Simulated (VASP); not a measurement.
# Ge3Pd (P4mm) in VASP: further runs, part 3 of 3

VASP 6.6.1. Earlier steps stand in the parts before.

## (5) Relaxation of cell and atoms, PBE

Contents of INCAR:

```
ALGO = Normal
EDIFF = 1E-7
EDIFFG = -0.04
ENCUT = 600
GGA = PE
IBRION = 2
ISIF = 3
ISMEAR = 0
LASPH = T
LCHARG = F
LREAL = F
LWAVE = F
NELM = 100
NSW = 90
PREC = Accurate
SIGMA = 0.1
```

Contents of KPOINTS:

```
k-points
0
Gamma
  6 6 4
```

Contents of POSCAR:

```
Ge3Pd
1.0
    3.4936712200      0.0000000000      0.0000000000
    0.0000000000      3.4936712200      0.0000000000
    0.0000000000      0.0000000000      5.8435126800
Ge Pd
3 1
Direct
    0.5000000000      0.0000000000      0.1909260400
    0.0000000000      0.5000000000      0.1909260400
    0.0000000000      0.0000000000      0.5634811600
    0.5000000000      0.5000000000      0.4599574300
```

Potentials or basis: VASP PAW PBE potentials, release 64 (Ge_d, Pd).

On the command line:

```bash
cat potpaw_PBE.64/Ge_d/POTCAR potpaw_PBE.64/Pd/POTCAR > POTCAR
mpirun -np 1 vasp_std > vasp.out
```

OUTCAR:

```text
EDIFF = 1E-7
   EDIFFG = -0.04
   ENCUT = 600
   GGA = PE
   IBRION = 2
   ISIF = 3
   ISMEAR = 0
   LASPH = T
   LREAL = F
   NELM = 100
   NSW = 90
   PREC = Accurate

 ion  position               nearest neighbor table
   1  0.500  0.000  0.191-   4 2.35   4 2.35   2 2.47   2 2.47   2 2.47   2 2.47   3 2.79   3 2.79

   2  0.000  0.500  0.191-   4 2.35   4 2.35   1 2.47   1 2.47   1 2.47   1 2.47   3 2.79   3 2.79

   3  0.000  0.000  0.563-   4 2.54   4 2.54   4 2.54   4 2.54   2 2.79   1 2.79   1 2.79   2 2.79

   4  0.500  0.500  0.460-   1 2.35   2 2.35   1 2.35   2 2.35   3 2.54   3 2.54   3 2.54   3 2.54

  LATTYP: Found a simple tetragonal cell.
 ALAT       =     3.4936712200
 C/A-ratio  =     1.6725994840

  Lattice vectors:

 A1 = (   3.4936712200,   0.0000000000,   0.0000000000)
 A2 = (   0.0000000000,   3.4936712200,   0.0000000000)
 A3 = (   0.0000000000,   0.0000000000,   5.8435126800)

Analysis of symmetry for initial positions (statically):
=====================================================================
 Subroutine PRICEL returns:
 Original cell was already a primitive cell.

 Routine SETGRP: Setting up the symmetry group for a
 simple tetragonal supercell.

 Subroutine GETGRP returns: Found  8 space group operations
 (whereof  8 operations were pure point group operations)
 out of a pool of 16 trial point group operations.

The static configuration has the point symmetry C_4v.
[... 204 lines left out ...]

 number of electron      52.0000016 magnetization

 E-fermi :   2.3994     XC(G=0):  -8.7692

 val. band max:        2.3449999628   @ k =   0.5000   0.0000   0.2500
 cond. band min:       2.4437387481   @ k =   0.5000   0.1667   0.2500
 fundamental gap:      0.0987387853
 Fermi energy:         2.3993672701

 k-point     1 :       0.0000    0.0000    0.0000
  band No.  band energies     occupation
      1     -22.5053      2.00000
      2     -22.4848      2.00000
      3     -22.4848      2.00000
      4     -22.4307      2.00000
      5     -22.4286      2.00000
      6     -22.4116      2.00000
[... 876 lines left out ...]
  FREE ENERGIE OF THE ION-ELECTRON SYSTEM (eV)
  ---------------------------------------------------
  free  energy   TOTEN  =       -18.2287073339 eV

  energy  without entropy=      -18.2254620351  energy(sigma->0) =      -18.22708468

[... ionic steps 4 to 44 ...]

--------------------------------------- Ionic step       45  -------------------------------------------

 number of electron      52.0000079 magnetization

------------------------ aborting loop because EDIFF is reached ----------------------------------------
[... 71 lines left out ...]
--------------------------------------- Ionic step       47  -------------------------------------------

 number of electron      52.0000079 magnetization

 Free energy of the ion-electron system (eV)
  ---------------------------------------------------
  ext. energy  EPLUGINS =         0.00000000
  ---------------------------------------------------
  free energy    TOTEN  =       -18.51420840 eV

  energy without entropy =      -18.50328699  energy(sigma->0) =      -18.50874770

 E-fermi :   6.9281     XC(G=0): -11.4596

 val. band max:        6.9067740748   @ k =   0.5000   0.1667   0.5000
 cond. band min:       6.9535410500   @ k =   0.1667   0.1667   0.2500
 fundamental gap:      0.0467669752
 Fermi energy:         6.9281277560

 k-point     1 :       0.0000    0.0000    0.0000
  band No.  band energies     occupation
      1     -17.6419      2.00000
      2     -17.6296      2.00000
      3     -17.6296      2.00000
      4     -17.6253      2.00000
      5     -17.5821      2.00000
      6     -17.5601      2.00000
[... 838 lines left out ...]
  FREE ENERGIE OF THE ION-ELECTRON SYSTEM (eV)
  ---------------------------------------------------
  free  energy   TOTEN  =       -18.5142084016 eV

  energy  without entropy=      -18.5032869902  energy(sigma->0) =      -18.50874770

 reached required accuracy - stopping structural energy minimisation
```

OSZICAR:

```text
N       E                     dE             d eps       ncg     rms          rms(c)
DAV:   1     0.520259036629E+03    0.52026E+03   -0.28251E+04  2247   0.509E+03
[... 541 lines left out ...]
DAV:   1    -0.185146253307E+02   -0.50609E-03   -0.33079E-01  1909   0.347E+00    0.204E-01
DAV:   2    -0.185145509216E+02    0.74409E-04   -0.64347E-03  2660   0.979E-01    0.125E-01
DAV:   3    -0.185142273367E+02    0.32358E-03   -0.53027E-04  2886   0.346E-01    0.425E-02
DAV:   4    -0.185142098004E+02    0.17536E-04   -0.25720E-04  2270   0.175E-01    0.153E-02
DAV:   5    -0.185142083977E+02    0.14027E-05   -0.25551E-05  2036   0.607E-02    0.862E-03
DAV:   6    -0.185142083227E+02    0.74990E-07   -0.46907E-06  2355   0.336E-02    0.331E-03
DAV:   7    -0.185142084016E+02   -0.78840E-07   -0.59096E-07  1916   0.128E-02
  47 F= -.18514208E+02 E0= -.18508748E+02  d E =-.172773E-01
```

Run time: 20 min. Hardware: 1 thread of Intel Xeon 6975P-C (Granite Rapids), shared host; peak memory 0.24 GiB.

Results:

```yaml
Free_energy: -18.5142 eV
Relaxed_volume: 18.44 Å³/atom
Relaxed_cell: a = 4.200 Å, b = 4.200 Å, c = 4.181 Å, α = 90.00°, β = 90.00°, γ = 90.00°
Space_group_after_relaxing_to_0.1_Å: P4mm (No. 99)
Energy_gained_by_relaxing: 659.7 meV/atom
Ionic_steps: 47
Pressure_after_relaxing: -0.2 GPa
Largest_force_after_relaxing: 0.035 eV/Å
Band_gap_on_the_k_mesh: zero (bands 26 and 27 overlap by 2.69 eV)
```

Forces on the atoms (eV/Å):
```
Ge   0.000  0.000 -0.027
Ge   0.000  0.000 -0.027
Ge   0.000  0.000  0.019
Pd   0.000  0.000  0.035
```

Step by step:
| step | energy change (eV) | largest force (eV/Å) | pressure (GPa) | volume (Å³) |
| --- | --- | --- | --- | --- |
| 1 | 0.0000 | 5.4025 | 38.04 | 71.32 |
| 3 | -2.3534 | 0.1150 | -2.31 | 91.68 |
| 5 | -2.3709 | 0.2339 | -0.32 | 89.41 |
| 7 | -2.3790 | 0.1976 | -0.55 | 89.26 |
| 9 | -2.3919 | 0.1810 | 0.19 | 87.43 |
| 11 | -2.4016 | 0.1209 | -1.36 | 87.39 |
| 13 | -2.4102 | 0.0861 | -1.30 | 86.46 |
| 15 | -2.4534 | 0.0360 | -0.64 | 82.33 |
| 17 | -2.4985 | 0.2547 | 1.75 | 75.70 |
| 19 | -2.5089 | 0.2088 | 1.98 | 73.74 |
| 21 | -2.5288 | 0.2949 | -0.84 | 75.67 |
| 23 | -2.5336 | 0.2750 | -0.43 | 75.30 |
| 25 | -2.5562 | 0.1478 | 0.39 | 74.23 |
| 27 | -2.5730 | 0.2459 | 1.76 | 72.77 |
| 29 | -2.5946 | 0.2144 | -0.41 | 74.12 |
| 31 | -2.5979 | 0.2014 | -0.69 | 74.16 |
| 33 | -2.6187 | 0.0548 | -0.28 | 72.90 |
| 35 | -2.6192 | 0.0571 | 0.13 | 72.54 |
| 37 | -2.6196 | 0.0529 | 0.13 | 72.58 |
| 39 | -2.6216 | 0.0393 | -0.01 | 72.94 |
| 41 | -2.6249 | 0.0662 | -0.09 | 73.07 |
| 43 | -2.6378 | 0.0748 | -0.23 | 73.63 |
| 45 | -2.6386 | 0.0523 | -0.22 | 73.69 |
| 47 | -2.6389 | 0.0346 | -0.20 | 73.74 |

Final structure:
```yaml
crystal:
  lattice:
    - [4.19965, 0.00000, 0.00000]
    - [0.00000, 4.19965, 0.00000]
    - [0.00000, 0.00000, 4.18102]
  atoms:
    - { symbol: Ge, position: [0.50000, 0.00000, 0.11689] }
    - { symbol: Ge, position: [0.00000, 0.50000, 0.11689] }
    - { symbol: Ge, position: [0.00000, 0.00000, 0.68220] }
    - { symbol: Pd, position: [0.50000, 0.50000, 0.48932] }
```

Levels at points of the mesh, in eV from the Fermi level:
| k point | band 24 | band 25 | band 26 | band 27 | band 28 | band 29 |
| --- | --- | --- | --- | --- | --- | --- |
| (0.00, 0.00, 0.00) | -2.49 | -1.55 | -1.15 | 1.19 | 3.64 | 3.73 |
| (0.50, 0.00, 0.00) | -0.85 | -0.36 | -0.13 | 0.28 | 0.59 | 1.50 |
| (0.50, 0.50, 0.00) | -2.20 | -0.43 | 1.33 | 1.42 | 1.42 | 2.46 |
| (0.00, 0.00, 0.50) | -0.08 | -0.08 | 0.26 | 0.26 | 0.31 | 1.22 |
| (0.50, 0.00, 0.50) | -2.22 | -0.32 | -0.06 | 1.22 | 1.42 | 2.42 |
| (0.50, 0.50, 0.50) | -2.26 | -1.68 | -1.68 | -1.36 | 0.14 | 7.51 |

Caveat: a cell axis changed by over 15 % at a fixed basis, so the end point is rough.

## (6) Single point, PBE

This run uses another cell than the first one, of 18.20 Å³/atom.

Contents of INCAR:

```
  PREC = Accurate
  ENCUT = 520
  EDIFF = 1E-6
  ISMEAR = 0
  SIGMA = 0.1
  LREAL = False
  LASPH = True
  NELM = 80
  ALGO = Normal
  ISIF = 2
  LWAVE = False
  LCHARG = False
  GGA = PE
  NBANDS = 34
```

Contents of KPOINTS:

```
Automatic mesh
0
Gamma
  12 12 10
```

Contents of POSCAR:

```
Ge3Pd
1.0
    4.1272773555      0.0000000000      0.0000000000
    0.0000000000      4.1272773555      0.0000000000
    0.0000000000      0.0000000000      4.2747539754
Ge Pd
3 1
Direct
    0.5000000000      0.0000000000      0.1150356625
    0.0000000000      0.5000000000      0.1150356625
    0.0000000000      0.0000000000      0.6621714644
    0.5000000000      0.5000000000      0.5130478806
```

Potentials or basis: VASP PAW PBE potentials, release 64 (Ge_d, Pd).

On the command line:

```bash
cat potpaw_PBE.64/Ge_d/POTCAR potpaw_PBE.64/Pd/POTCAR > POTCAR
mpirun -np 1 vasp_std > vasp.out
```

It took 1.7 min on 1 thread of Intel Xeon 6975P-C (Granite Rapids), shared host; peak memory 0.44 GiB.

The run converged. Its results:

```
Free energy            : -18.5174 eV
Pressure               : -0.1 GPa
Largest force          : 0.009 eV/Å
Band gap on the k mesh : zero (bands 26 and 27 overlap by 2.17 eV)
```

Forces on the atoms (eV/Å):
```
Ge   0.000  0.000 -0.003
Ge   0.000  0.000 -0.003
Ge   0.000  0.000 -0.004
Pd   0.000  0.000  0.009
```

Levels at points of the mesh, in eV from the Fermi level:
| k point | band 22 | band 23 | band 24 | band 25 | band 26 | band 27 | band 28 | band 29 | band 30 | band 31 |
| --- | --- | --- | --- | --- | --- | --- | --- | --- | --- | --- |
| (0.00, 0.00, 0.00) | -2.76 | -2.68 | -2.68 | -1.75 | -1.49 | 0.97 | 3.25 | 3.45 | 3.45 | 5.58 |
| (0.50, 0.00, 0.00) | -3.07 | -2.57 | -0.84 | -0.72 | -0.09 | 0.11 | 0.24 | 1.15 | 2.76 | 5.22 |
| (0.50, 0.50, 0.00) | -2.60 | -2.51 | -2.24 | -0.82 | 0.64 | 0.97 | 0.97 | 2.10 | 2.10 | 4.39 |
| (0.00, 0.00, 0.50) | -2.73 | -2.62 | -0.22 | -0.22 | -0.01 | -0.01 | 0.26 | 1.12 | 2.85 | 5.90 |
| (0.50, 0.00, 0.50) | -2.52 | -2.44 | -2.38 | -0.22 | -0.09 | 1.16 | 1.28 | 2.21 | 2.76 | 5.49 |
| (0.50, 0.50, 0.50) | -4.11 | -2.55 | -2.42 | -1.85 | -1.85 | -1.53 | -0.14 | 6.91 | 7.51 | 7.58 |

## (7) The runs side by side

```tsv
task	spin	cell	k mesh	cutoff (eV)	gap on the mesh (eV)	pressure (GPa)	largest force (eV/Å)
single point	off	a = 3.494, b = 3.494, c = 5.844 Å, 4 atoms, atomic positions A	6 × 6 × 4	520	none	38.0	5.40
single point	off	a = 3.822, b = 3.822, c = 5.102 Å, 4 atoms, atomic positions B	6 × 6 × 4	520	none	0.2	0.04
single point	collinear	a = 3.822, b = 3.822, c = 5.102 Å, 4 atoms, atomic positions B	4 × 4 × 4	520	none	0.3	0.16
relaxation of cell and atoms	off	relaxed from a = 3.494, b = 3.494, c = 5.844 Å, 4 atoms, atomic positions A	6 × 6 × 4	600	none	-0.2	0.03
single point	off	a = 4.127, b = 4.127, c = 4.275 Å, 4 atoms, atomic positions C	12 × 12 × 10	520	none	-0.1	0.01
```

Alike in all rows: level PBE; potentials or basis VASP PAW PBE potentials, release 64 (Ge_d, Pd); smearing gaussian 0.1 eV.

Caveats: some runs use coarse meshes; the stress differs along the axes, from 32 to 41 GPa (at least some runs); forces of over 1 eV/Å act on the atoms, so gaps and moduli don't describe the material at rest (at least some runs); a cell axis changed by over 15 % at a fixed basis, so the end point is rough (at least some runs).

Total energies depend on the potentials used, so only differences within one code and one set of settings carry meaning.

The gap in the log of VASP goes by the Fermi energy; the results here count the filled bands.